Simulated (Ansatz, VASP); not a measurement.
**Al3GaSb4 in VASP and in Ansatz**

```
Al Ga Sb
1.0
    -3.11011    3.11011    6.21785
     3.11011   -3.11011    6.21785
     3.11011    3.11011   -6.21785
Al Ga Sb
3 1 4
Direct
  0.50000 0.50000 0.00000
  0.25000 0.75000 0.50000
  0.75000 0.25000 0.50000
  0.00000 0.00000 0.00000
  0.62524 0.62524 0.50052
  0.12472 0.12472 0.49948
  0.87528 0.37476 0.00000
  0.37476 0.87528 0.00000
```

Alike in both runs: task relaxation of cell and atoms; functional PBE; k mesh 6 × 6 × 6; occupations gaussian, width 0.02 eV; no spin polarisation.

|  | VASP | Ansatz |
| --- | --- | --- |
| version | VASP 6.6.1 | Ansatz 0.2.0 |
| potentials or method | VASP PAW PBE potentials, release 64 (Al, Ga_d, Sb), cutoff 600 eV | scalar-relativistic, plane waves, PAW |
| valence electrons in the cell | 42 | 82 |

|  | VASP | Ansatz | Ansatz less VASP |
| --- | --- | --- | --- |
| gap on the k mesh at the Fermi level, each at its own relaxed structure (eV) | 0.73 | 0.74 | +0.011 |
| relaxed volume (Å³/atom) | 30.21 | 30.12 | -0.089 |
| relaxed length of the cell vector where the two differ most in proportion (Å) | 7.628 | 7.621 | -0.0068 |

VASP's potentials hold 42 valence electrons a cell and Ansatz's 82, so a difference there can come from the potentials and not from the codes.

Spin-orbit coupling is off throughout.
